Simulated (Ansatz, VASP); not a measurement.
# Two plane-wave programs on Bi2As

```
Bi As
1.0
    -1.89753    1.89753    5.78055
     1.89753   -1.89753    5.78055
     1.89753    1.89753   -5.78055
Bi As
2 1
Direct
  0.35799 0.35799 0.00000
  0.64201 0.64201 0.00000
  0.00000 0.00000 0.00000
```

Alike in both runs: functional PBE; k mesh 6 × 6 × 6; occupations gaussian, width 0.1 eV; no spin polarisation.

Ansatz relaxed the structure, and its values are those at the end. VASP's run is a single point on that final structure, the one shown.

|  | VASP | Ansatz |
| --- | --- | --- |
| version | VASP 6.6.1 | Ansatz 0.2.0 |
| potentials or method | VASP PAW PBE potentials, release 64 (Bi_d, As), cutoff 520 eV | scalar-relativistic, plane waves, PAW |
| valence electrons in the cell | 35 | 45 |

```tsv
	VASP	Ansatz	Ansatz less VASP
gap on the k mesh at the Fermi level (eV)	none	none	-
pressure (GPa)	0.1	0.1	+0.01
rms of the force components (eV/Å)	0.004	0.002	-0.0022
```

A gap of «none» marks a metal or a gap that the smearing closes. The functional is the same, so the differences come from potentials, cutoffs and numerics. VASP's potentials hold 35 valence electrons a cell and Ansatz's 45, so a difference there can come from the potentials and not from the codes.

The k mesh is coarse, so the values compare programs but aren't converged. Spin-orbit coupling is off throughout.
